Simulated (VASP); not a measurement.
# Ir: single point with PBE

Ir:

```
CELL_PARAMETERS angstrom
2.66436 0.00000 0.00000
-1.33218 2.30741 0.00000
0.00000 0.00000 8.70424
ATOMIC_POSITIONS crystal
Ir 0.00000 0.00000 0.00000
Ir 0.00000 0.00000 0.50000
Ir 0.33333 0.66667 0.25000
Ir 0.66667 0.33333 0.75000
```

This cell differs from its parent crystal: volume scaled by 0.92.

- Program: VASP 6.6.1
- Task: single point
- Functional: PBE
- Potentials or basis: VASP PAW PBE potentials, release 64 (Ir)
- Cutoff: 520 eV
- k mesh: 15 × 15 × 4
- Occupations: fermi-dirac, width 0.1 eV
- Spin: no spin polarisation
- Dipole correction: no
- Further INCAR settings: ALGO = Normal; EDIFF = 1e-06; NBANDS = 26

| Property | Result |
| --- | --- |
| Pressure | 36.3 GPa |
| Band gap on the k mesh | zero (band 18 reaches 12.53 eV, above the bottom of band 19 at 9.74 eV) |

Stress tensor (GPa, compression positive):
```
36.23  0.00  0.00
 0.00 36.23  0.00
 0.00  0.00 36.50
```

Levels at points of the mesh, in eV from the Fermi level:
```csv
k point,band 15,band 16,band 17,band 18,band 19,band 20,band 21,band 22
"(0.00, 0.00, 0.00)",-3.63,-1.96,-1.96,-1.14,-1.14,-0.94,-0.37,-0.37
"(0.00, 0.00, 0.50)",-2.93,-2.93,-1.52,-1.52,-1.52,-1.52,0.23,0.23
```

Wall time 2.3 min on 1 thread of Intel Xeon 8259CL, on a shared host, peak memory 0.23 GiB.

Caveat: spin-orbit coupling is left out, which moves the levels of the heavy elements.
